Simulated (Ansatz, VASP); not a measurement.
**One calculation of Nb, two programs**

Contents of POSCAR:

```
Nb
1.0
    0.0000000000      2.0092500000      2.1678750000
    2.0092500000      0.0000000000      2.1678750000
    2.0092500000      2.0092500000      0.0000000000
Nb
1
Direct
    0.0000000000      0.0000000000      0.0000000000
```

INCAR.step1

```
SYSTEM = Nb
ALGO = Normal
EDIFF = 1E-4
ENCUT = 520
GGA = PE
ISMEAR = 0
LASPH = .True.
LCHARG = .False.
LREAL = .False.
LWAVE = .True.
NBANDS = 12
NELM = 100
PREC = Accurate
SIGMA = 0.15
```

File INCAR.step2:

```
SYSTEM = Nb
ALGO = Normal
EDIFF = 1E-6
ENCUT = 520
ISIF = 2
ISMEAR = 0
ISTART = 1
LASPH = .True.
LCHARG = .False.
LMIXTAU = .True.
LREAL = .False.
LWAVE = .False.
METAGGA = R2SCAN
NBANDS = 12
NELM = 100
PREC = Accurate
SIGMA = 0.15
```

KPOINTS

```
k-points
0
Gamma
  20 20 20
  0 0 0
```

Input for Ansatz:

```yaml
crystal:
  lattice:
    - [0.0, 2.00925, 2.167875]
    - [2.00925, 0.0, 2.167875]
    - [2.00925, 2.00925, 0.0]
  atoms:
    - { symbol: Nb, position: [0.0, 0.0, 0.0] }
basis:
  ecutwfc: 500
kpoints:
  mp_grid: { grid: [20, 20, 20] }
hamiltonian:
  xc: r2scan
scf:
  occupations: { method: gaussian, width: 0.15 }
output:
  forces: true
  stress: true
  eigenvalues: true
```

Change from the starting cell: strain -0.050 along x and y, +0.025 along z, atoms carried along.

Alike in both runs: task single point; functional r2SCAN; k mesh 20 × 20 × 20; occupations gaussian, width 0.15 eV; no spin polarisation.

```csv
,VASP,Ansatz
version,VASP 6.6.1,Ansatz 0.2.0
potentials or method,"VASP PAW PBE potentials, release 64 (Nb_sv), cutoff 520 eV","scalar-relativistic, plane waves, PAW"
valence electrons in the cell,13,13
```

|  | VASP | Ansatz | Ansatz less VASP |
| --- | --- | --- | --- |
| gap on the k mesh at the Fermi level (eV) | none | none | - |
| pressure (GPa) | 10.9 | 11.2 | +0.24 |
| traceless stress, the component that is largest in VASP (GPa) | 11.74 | 11.78 | +0.039 |

VASP's potentials were made for PBE, not for r2SCAN. A gap of «none» marks a metal or a gap that the smearing closes.
